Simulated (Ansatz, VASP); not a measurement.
**InSe2 in VASP and in Ansatz**

```
In Se
1.0
     3.86680    0.00000    0.00000
     0.00000    3.86680    0.00000
     0.00000    0.00000    9.82712
In Se
2 4
Direct
  0.00000 0.50000 0.71590
  0.50000 0.00000 0.28410
  0.00000 0.50000 0.36149
  0.50000 0.00000 0.63851
  0.00000 0.00000 0.00000
  0.50000 0.50000 0.00000
```

Alike in both runs: functional PBE; k mesh 6 × 6 × 2; occupations gaussian, width 0.1 eV; no spin polarisation.

Ansatz relaxed the structure, and its values are those at the end. VASP's run is a single point on that final structure, the one shown.

|  | VASP | Ansatz |
| --- | --- | --- |
| version | VASP 6.6.1 | Ansatz 0.2.0 |
| potentials or method | VASP PAW PBE potentials, release 64 (In_d, Se), cutoff 520 eV | scalar-relativistic, plane waves, PAW |
| valence electrons in the cell | 50 | 90 |

```csv
,VASP,Ansatz,Ansatz less VASP
gap on the k mesh at the Fermi level (eV),none,none,-
pressure (GPa),0.0,0.0,-0.03
```

A gap of «none» marks a metal or a gap that the smearing closes. VASP's potentials hold 50 valence electrons a cell and Ansatz's 90, so a difference there can come from the potentials and not from the codes.
